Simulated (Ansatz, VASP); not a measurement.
**One calculation of BAs, two programs**

```
CELL_PARAMETERS angstrom
0.00000 2.41584 2.39192
2.39192 0.00000 2.39192
2.39192 2.41584 0.00000
ATOMIC_POSITIONS crystal
B 0.00000 0.00000 0.00000
As 0.75000 0.75000 0.75000
```

Change from the starting cell: strain +0.0100 x Voigt [0, 1, 0, 0, 0, 0], atoms carried along.

Alike in both runs: task single point; functional r2SCAN; k mesh 10 × 10 × 10; occupations gaussian, width 0.05 eV; no spin polarisation.

|  | VASP | Ansatz |
| --- | --- | --- |
| version | VASP 6.6.1 | Ansatz 0.2.0 |
| potentials or method | VASP PAW PBE potentials, release 64 (B, As), cutoff 520 eV | scalar-relativistic, plane waves, PAW |
| valence electrons in the cell | 8 | 18 |

```csv
,VASP,Ansatz,Ansatz less VASP
gap on the k mesh at the Fermi level (eV),1.31,1.31,0.000
least direct gap on the mesh (eV),3.37,3.37,-0.004
pressure (GPa),-1.2,-1.4,-0.22
"traceless stress, the component that is largest in VASP (GPa)",-1.48,-1.49,-0.002
```

VASP's potentials were made for PBE, not for r2SCAN. VASP's potentials hold 8 valence electrons a cell and Ansatz's 18, so a difference there can come from the potentials and not from the codes.
